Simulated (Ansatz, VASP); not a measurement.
# Two plane-wave programs on NbAl3Pb

```
Al Nb Pb
1.0
     3.56599   -3.60152    0.00000
     3.56599    3.60152    0.00000
     0.00000    0.00000    5.06850
Al Nb Pb
3 1 1
Direct
  0.00000 0.00000 0.00000
  0.00000 0.50000 0.50000
  0.50000 0.00000 0.50000
  0.00000 0.00000 0.50000
  0.50000 0.50000 0.00000
```

Alike in both runs: functional PBE; k mesh 4 × 4 × 4; occupations gaussian, width 0.1 eV; no spin polarisation.

Ansatz relaxed the structure, and its values are those at the end. VASP's run is a single point on that final structure, the one shown.

|  | VASP | Ansatz |
| --- | --- | --- |
| version | VASP 6.6.1 | Ansatz 0.2.0 |
| potentials or method | VASP PAW PBE potentials, release 64 (Al, Nb_sv, Pb_d), cutoff 520 eV | scalar-relativistic, plane waves, PAW |
| valence electrons in the cell | 36 | 36 |

```csv
,VASP,Ansatz,Ansatz less VASP
gap on the k mesh at the Fermi level (eV),none,none,-
pressure (GPa),0.2,0.3,+0.07
```

A gap of «none» marks a metal or a gap that the smearing closes.

Neither program's run includes spin-orbit coupling.
